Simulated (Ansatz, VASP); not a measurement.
## Two plane-wave programs on TaN

The input POSCAR:

```
TaN
1.0
    0.0000000000      2.1790000000      2.1790000000
    2.1790000000      0.0000000000      2.1790000000
    2.1790000000      2.1790000000      0.0000000000
Ta N
1 1
Direct
    0.5086048646      0.5086048646      0.4913951354
    0.0000000000      0.0000000000      0.0000000000
```

File INCAR.step1:

```
SYSTEM = TaN
PREC = Accurate
ENCUT = 520
ISMEAR = 0
SIGMA = 0.15
LREAL = .False.
LASPH = .True.
NELM = 100
NBANDS = 15
GGA = PE
ALGO = Normal
EDIFF = 1E-4
LWAVE = .True.
LCHARG = .False.
```

File INCAR.step2:

```
SYSTEM = TaN
PREC = Accurate
ENCUT = 520
EDIFF = 1E-6
ISMEAR = 0
SIGMA = 0.15
LREAL = .False.
LASPH = .True.
NELM = 100
ALGO = Normal
ISIF = 2
LWAVE = .False.
LCHARG = .False.
METAGGA = R2SCAN
LMIXTAU = .True.
NBANDS = 15
ISTART = 1
```

KPOINTS

```
Automatic mesh
0
Gamma
  18 18 18
  0 0 0
```

Input for Ansatz:

```yaml
crystal:
  lattice:
    - [0.0, 2.179, 2.179]
    - [2.179, 0.0, 2.179]
    - [2.179, 2.179, 0.0]
  atoms:
    - { symbol: Ta, position: [0.5086048646, 0.5086048646, 0.4913951354] }
    - { symbol: "N", position: [0.0, 0.0, 0.0] }
basis:
  ecutwfc: 500
kpoints:
  mp_grid: { grid: [18, 18, 18] }
hamiltonian:
  xc: r2scan
scf:
  occupations: { method: gaussian, width: 0.15 }
output:
  forces: true
  stress: true
  eigenvalues: true
```

Change from the starting cell: all Ta atoms moved +0.037 Å, as atom 1 along Cartesian [0 0 1].

Alike in both runs: task single point; functional r2SCAN; k mesh 18 × 18 × 18; occupations gaussian, width 0.15 eV; no spin polarisation.

|  | VASP | Ansatz |
| --- | --- | --- |
| version | VASP 6.6.1 | Ansatz 0.2.0 |
| potentials or method | VASP PAW PBE potentials, release 64 (Ta_pv, N), cutoff 520 eV | scalar-relativistic, plane waves, PAW |
| valence electrons in the cell | 16 | 18 |

```tsv
	VASP	Ansatz	Ansatz less VASP
gap on the k mesh at the Fermi level (eV)	none	none	-
pressure (GPa)	12.2	10.0	-2.15
traceless stress, the component that is largest in VASP (GPa)	0.52	0.50	-0.019
rms of the force components (eV/Å)	0.185	0.192	+0.0070
```

VASP's potentials were made for PBE, not for r2SCAN. Atom by atom the forces differ by 0.007 eV/Å (rms over components). A gap of «none» marks a metal or a gap that the smearing closes. VASP's potentials hold 16 valence electrons a cell and Ansatz's 18, so a difference there can come from the potentials and not from the codes.

Spin-orbit coupling is off throughout.
